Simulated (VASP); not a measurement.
## HfZn: single point with LDA

Crystal: HfZn.

```
Hf Zn
1.0
     3.23675    0.00000    0.00000
     0.00000    3.23675    0.00000
     0.00000    0.00000    3.23675
Hf Zn
1 1
Direct
  0.50000 0.50000 0.50000
  0.00000 0.00000 0.00000
```

```yaml
Program: VASP 6.6.1
Task: single point
Functional: LDA
Potentials_or_basis: VASP PAW LDA potentials, release 64 (Hf_pv, Zn)
Cutoff: 520 eV
k_mesh: 8 × 8 × 8
Occupations: fermi-dirac, width 0.1 eV
Spin: no spin polarisation
```

| Property | Result |
| --- | --- |
| Pressure | -1.7 GPa |
| Band gap on the k mesh | zero (band 11 reaches 4.70 eV, above the bottom of band 12 at 4.01 eV) |

Levels at points of the mesh, in eV from the Fermi level:
```
           k point  band 7  band 8  band 9  band 10  band 11  band 12  band 13  band 14  band 15  band 16
(0.00, 0.00, 0.00)   -7.33   -7.33   -7.33    -0.89    -0.89     4.33     4.33     4.33     5.66     5.66
(0.50, 0.00, 0.00)   -7.38   -7.28   -5.21    -4.62    -0.59     0.87     0.87     4.41     6.02     9.39
(0.50, 0.50, 0.00)   -7.51   -7.07   -4.69    -0.79    -0.57    -0.57     2.57     2.57     6.06     7.61
(0.50, 0.50, 0.50)   -7.06   -7.06   -3.04    -3.04    -3.04     0.53     5.93     5.93     5.93     6.25
```

Wall time 6 s on 1 thread of Intel(R) Xeon(R) 6975P-C (Granite Rapids), with other jobs on the host, peak memory 0.14 GiB.

Caveat: spin-orbit coupling is left out, which moves the levels of the heavy elements.
